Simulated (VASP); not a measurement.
Write the native input for VASP 6.6.1 that does the following.

* Task: single point
* Functional: PBE
* Potentials or basis: VASP PAW PBE potentials, release 64 (V_sv)
* Cutoff: 520 eV
* k mesh: 24 × 24 × 24
* Occupations: gaussian, width 0.15 eV
* Spin: no spin polarisation
* Dipole correction: no
* Further INCAR settings: ALGO = Normal; EDIFF = 1e-06; NBANDS = 12

The structure of V lies in POSCAR:

```
V
1.0
   -1.5130000000      1.5130000000      1.5130000000
    1.5130000000     -1.5130000000      1.5130000000
    1.5130000000      1.5130000000     -1.5130000000
V
1
Direct
    0.0000000000      0.0000000000      0.0000000000
```

One way to write it, as run:

INCAR

```
PREC = Accurate
ENCUT = 520
EDIFF = 1E-6
ISMEAR = 0
SIGMA = 0.15
LREAL = False
LASPH = True
NELM = 100
ALGO = Normal
ISIF = 2
LWAVE = False
LCHARG = False
GGA = PE
NBANDS = 12
```

KPOINTS

```
Automatic mesh
0
Gamma
  24 24 24
```

Potentials or basis: VASP PAW PBE potentials, release 64 (V_sv).

Run with:

```console
$ cat potpaw_PBE.64/V_sv/POTCAR > POTCAR
$ mpirun -np 1 vasp_std > vasp.out
```

Results of the run:

```json
{
 "Pressure": "-4.7 GPa"
}
```

Wall time 60 s on 1 thread of AMD EPYC 7R13 (shared host), peak memory 0.15 GiB.
